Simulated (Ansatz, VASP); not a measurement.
InP: VASP beside Ansatz

```xyz
2
Lattice="0.0000 2.9305 2.9305 2.9305 0.0000 2.9305 2.9305 2.9305 0.0000" Properties=species:S:1:pos:R:3 pbc="T T T"
In    0.0000    0.0000    0.0000
P     4.3958    4.3958    4.3958
```

Alike in both runs: task single point; functional PBE-based screened hybrid with a share of 0.1 of exact exchange and HFSCREEN = 0.20787; k mesh 4 × 4 × 4; occupations gaussian, width 0.05 eV; no spin polarisation.

|  | VASP | Ansatz |
| --- | --- | --- |
| version | VASP 6.6.1 | Ansatz 0.2.0 |
| potentials or method | VASP PAW PBE potentials, release 64 (In_d, P), cutoff 520 eV | scalar-relativistic, plane waves, PAW |
| valence electrons in the cell | 18 | 18 |

Ansatz gave:

* gap on the k mesh at the Fermi level (eV): 1.02
* least direct gap on the mesh (eV): 1.02
* pressure (GPa): 2.8

Problem. Which values does VASP return?

Solution. gap on the k mesh at the Fermi level (eV): 1.02; least direct gap on the mesh (eV): 1.02; pressure (GPa): 2.6.

VASP's potentials were made for PBE, not for PBE-based screened hybrid. Ansatz's warnings: stress exchange threshold loose, stress scf threshold loose.

The k mesh is coarse, so the values compare programs but aren't converged.
